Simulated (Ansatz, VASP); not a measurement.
## MoS2 in VASP and in Ansatz

```
CELL_PARAMETERS angstrom
1.58000 0.91221 6.15000
-1.58000 0.91221 6.15000
0.00000 -1.82443 6.15000
ATOMIC_POSITIONS crystal
Mo 0.00000 0.00000 0.00000
S 0.25000 0.25000 0.25000
S 0.41700 0.41700 0.41700
```

Alike in both runs: task single point; functional PBE; dispersion D3(BJ); k mesh 6 × 6 × 6; occupations gaussian, width 0.1 eV; collinear spin.

|  | VASP | Ansatz |
| --- | --- | --- |
| version | VASP 6.6.1 | Ansatz 0.2.0 |
| potentials or method | VASP PAW PBE potentials, release 64 (Mo_sv, S), cutoff 500 eV | scalar-relativistic, plane waves, PAW |
| valence electrons in the cell | 26 | 26 |

```csv
,VASP,Ansatz,Ansatz less VASP
gap on the k mesh at the Fermi level (eV),0.94,0.92,-0.019
least direct gap on the mesh (eV),1.71,1.71,-0.004
pressure (GPa),1.2,1.4,+0.14
"traceless stress, the component that is largest in VASP (GPa)",1.61,1.65,+0.043
rms of the force components (eV/Å),0.225,0.232,+0.0070
net moment per atom (μB),0.00,0.00,0.000
```

Atom by atom the forces differ by 0.007 eV/Å (rms over components). Ansatz's warnings: seeded moment not kept.
